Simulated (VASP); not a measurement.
# MgO2 (R-3m) in VASP: single point with LDA

Aim: the single point of MgO2 with LDA.

Program: VASP 6.6.1. These are calculated values, not measurements. Logs are shortened: lines on timing, memory, paths and dates and some standing lists are left out, and cuts for length are marked.

## 1. The cell of the first run

The structure is trigonal, space group R-3m (No. 166). The conventional cell has a = 3.116 Å, b = 3.116 Å, c = 10.277 Å, α = 90.00°, β = 90.00°, γ = 120.00°. Mg (site symmetry -3m) has 6 O at 2.05 Å within 2.7 Å. O (site symmetry 3m) has 1 O at 1.45 Å within 1.9 Å.

## 2. Single point, LDA

INCAR

```
PREC = Accurate
ENCUT = 840
EDIFF = 1E-6
ISMEAR = 0
SIGMA = 0.02
LREAL = F
LASPH = T
NELM = 120
ALGO = Normal
ISIF = 2
LWAVE = F
LCHARG = F
GGA = CA
NBANDS = 18
GGA_COMPAT = F
```

KPOINTS

```
Automatic mesh
0
Gamma
  9 9 9
```

POSCAR

```
MgO2
1.0
    1.5579755304      0.8994975918      3.4255732540
   -1.5579755304      0.8994975918      3.4255732540
    0.0000000000     -1.7989951837      3.4255732540
Mg O
1 2
Direct
    0.0000000000      0.0000000000      0.0000000000
    0.4294242759      0.4294242759      0.4294242759
    0.5705757241      0.5705757241      0.5705757241
```

Potentials or basis: VASP PAW LDA potentials, release 64 (Mg_sv, O).

The run is started by

```
cat potpaw_LDA.64/Mg_sv/POTCAR potpaw_LDA.64/O/POTCAR > POTCAR
mpirun -np 1 vasp_std > vasp.out
```

OUTCAR:

```text
PREC = Accurate
   ENCUT = 840
   EDIFF = 1E-6
   ISMEAR = 0
   LREAL = F
   LASPH = T
   NELM = 120
   ISIF = 2
   GGA = CA

 ion  position               nearest neighbor table
   1  0.000  0.000  0.000-   3 2.05   2 2.05   3 2.05   3 2.05   2 2.05   2 2.05
   2  0.429  0.429  0.429-   3 1.45   1 2.05   1 2.05   1 2.05
   3  0.571  0.571  0.571-   2 1.45   1 2.05   1 2.05   1 2.05

  LATTYP: Found a trigonal (rhomboedric) cell.
 ALAT       =     3.8692293534
 COS(alpha) =     0.6757333293

  Lattice vectors:

 A1 = (   1.5579755304,   0.8994975918,   3.4255732540)
 A2 = (  -1.5579755304,   0.8994975918,   3.4255732540)
 A3 = (   0.0000000000,  -1.7989951837,   3.4255732540)

Analysis of symmetry for initial positions (statically):
=====================================================================
 Subroutine PRICEL returns:
 Original cell was already a primitive cell.

 Routine SETGRP: Setting up the symmetry group for a
 trigonal (rhombohedral) supercell.

 Subroutine GETGRP returns: Found 12 space group operations
 (whereof 12 operations were pure point group operations)
 out of a pool of 12 trial point group operations.

The static configuration has the point symmetry D_3d.

Analysis of symmetry for dynamics (positions and initial velocities):
=====================================================================
 Subroutine PRICEL returns:
 Original cell was already a primitive cell.

 Routine SETGRP: Setting up the symmetry group for a
 trigonal (rhombohedral) supercell.

 Subroutine GETGRP returns: Found 12 space group operations
 (whereof 12 operations were pure point group operations)
 out of a pool of 12 trial point group operations.

The dynamic configuration has the point symmetry D_3d.

 Subroutine INISYM returns: Found 12 space group operations
 (whereof 12 operations are pure point group operations),
 and found     1 'primitive' translations

----------------------------------------------------------------------------------------

                                     Primitive cell

  volume of cell :      28.8035

  direct lattice vectors                    reciprocal lattice vectors
     1.557975530  0.899497592  3.425573254     0.320929302  0.185288619  0.097307314
[... 84 lines left out ...]
   LSORBIT =      F    spin-orbit coupling
   LASPH  =      T    aspherical Exc in radial PAW
   ENCUT  =  840.0 eV  61.74 Ry    7.86 a.u.   9.14  9.14  9.14*2*pi/ulx,y,z
   NELM   =    120;   NELMIN=  2; NELMDL= -5     # of ELM steps
   EDIFF  = 0.1E-05   stopping-criterion for ELM
   LREAL  =      F    real-space projection
   EDIFFG = 0.1E-04   stopping-criterion for IOM
   NSW    =      0    number of steps for IOM
   IBRION =     -1    ionic relax: 0-MD 1-quasi-New 2-CG
   NFREE  =      0    steps in history (QN), initial steepest desc. (CG)
   ISIF   =      2    stress and relaxation
   ISYM   =      2    0-nonsym 1-usesym 2-fastsym
   POTIM  = 0.5000    time-step for ionic-motion
   TEBEG  =    0.0;   TEEND  =   0.0 temperature during run
   PSTRESS=    0.0 pullay stress
   NELECT =      22.0000    total number of electrons
   NUPDOWN=      -1.0000    fix difference up-down
   EMIN   =  10.00;   EMAX   =-10.00  energy-range for DOS
   EFERMI =   0.00;   METHOD = LEGACY
   ISMEAR =     0;   SIGMA  =   0.02  broadening in eV -4-tet -1-fermi 0-gaus
   EFERMI_NEDOS =   21; number of points for ismear=-14 and -15
   IALGO  =     38    algorithm
   IMIX   =      4    mixing-type and parameters
     AMIX     =   0.40;   BMIX     =  1.00
     AMIX_MAG =   1.60;   BMIX_MAG =  1.00
  volume/ion in A,a.u.               =       9.60        64.79
  Fermi-wavevector in a.u.,A,eV,Ry     =   1.496468  2.827914 30.469098  2.239416
  Thomas-Fermi vector in A             =   2.608480
   LORBIT       =      0    0 simple, 1 ext, 2 COOP (PROOUT), +10 PAW based schemes
   GGA     = CA    functional components
   LHFCALC =     F    Hartree Fock is set to
   AEXX    =    0.0000 exact exchange contribution
   IVDW    =     0    specifies the selected vdW correction
   LEPSILON=     F    determine dielectric tensor
   LRPA    =     F    only Hartree local field effects (RPA)
 non-spin polarized calculation
 Gauss-broadening in eV      SIGMA  =   0.02
  energy-cutoff  :      840.00
  volume of cell :       28.80
 maximum number of plane-waves:      1636
 NGX is ok and might be reduce to    40
   NGX = 19   NGY = 19   NGZ = 19

 number of electron      22.0000002 magnetization

 Free energy of the ion-electron system (eV)
  ---------------------------------------------------
  ext. energy  EPLUGINS =         0.00000000
  ---------------------------------------------------
  free energy    TOTEN  =       -18.34357301 eV

  energy without entropy =      -18.34357301  energy(sigma->0) =      -18.34357301

 E-fermi :   3.0746     XC(G=0): -11.4022

 val. band max:        2.8957401045   @ k =   0.4444   0.4444   0.4444
 cond. band min:       5.5818529238   @ k =   0.4444   0.4444   0.4444
 fundamental gap:      2.6861128193
 Fermi energy:         3.0746236852

 k-point     1 :       0.0000    0.0000    0.0000
  band No.  band energies     occupation
      1     -69.4652      2.00000
      2     -36.9726      2.00000
      3     -36.9475      2.00000
      4     -36.9475      2.00000
      5     -18.9542      2.00000
      6     -11.3253      2.00000
[... 481 lines left out ...]
      5     -18.2711      2.00000
      6     -12.1356      2.00000
[... 10 lines left out ...]
     17      19.1254      0.00000
     18      23.4375      0.00000

 [... further k-points ...]

------------------------ aborting loop because EDIFF is reached ----------------------------------------

  FORCE on cell =-STRESS in cart. coord.  units (eV):
  Direction    XX          YY          ZZ          XY          YZ          ZX
  --------------------------------------------------------------------------------------
  -------------------------------------------------------------------------------------
  Total        0.0375457      0.0375457      0.4631515      0.0000000     -0.0000000      0.0000000
  in kB        2.0884574      2.0884574     25.7625323      0.0000000     -0.0000000      0.0000000
  external PRESSURE =       9.9798157 kB  Pullay stress =       0.0000000 kB

 VOLUME and BASIS-vectors are now :
 -----------------------------------------------------------------------------
  energy-cutoff  :      840.00
  volume of cell :       28.80
      direct lattice vectors                 reciprocal lattice vectors
     1.557975530  0.899497592  3.425573254     0.320929302  0.185288619  0.097307314
    -1.557975530  0.899497592  3.425573254    -0.320929302  0.185288619  0.097307314
     0.000000000 -1.798995184  3.425573254     0.000000000 -0.370577238  0.097307314

 POSITION                                       TOTAL-FORCE (eV/Angst)
 -----------------------------------------------------------------------------------
      0.00000      0.00000      0.00000         0.000000     -0.000000     -0.000000
      0.00000     -0.00000      4.41307         0.000000      0.000000     -0.258676
      0.00000     -0.00000      5.86365         0.000000     -0.000000      0.258676
 -----------------------------------------------------------------------------------
    total drift:                               -0.000000     -0.000000      0.000000

  FREE ENERGIE OF THE ION-ELECTRON SYSTEM (eV)
  ---------------------------------------------------
  free  energy   TOTEN  =       -18.3435730065 eV

  energy  without entropy=      -18.3435730065  energy(sigma->0) =      -18.34357301
```

stdout:

```text
POSCAR found type information on POSCAR MgO
 POSCAR found :  2 types and       3 ions
 scaLAPACK will be used
 LDA part: xc-table for (Slater(with rela. corr.)+CA(PZ))
 , standard interpolation
 POSCAR, INCAR and KPOINTS ok, starting setup
 FFT: planning ... GRIDC
 FFT: planning ... GRID_SOFT
 FFT: planning ... GRID
 WAVECAR not read
 entering main loop
```

Wall time 2 min (1 thread of Intel Xeon Platinum 8259CL at 2.50GHz (Skylake/Cascade Lake), shared host); peak memory 0.24 GiB.

Results:

```yaml
Free_energy: -18.3436 eV
Pressure: 1.0 GPa
Largest_force: 0.259 eV/Å
Band_gap_on_the_k_mesh: 2.69 eV
```

Forces on the atoms (eV/Å):
```
Mg   0.000  0.000  0.000
O    0.000  0.000 -0.259
O    0.000  0.000  0.259
```

Stress tensor (GPa, compression positive):
```
0.21 0.00 0.00
0.00 0.21 0.00
0.00 0.00 2.58
```
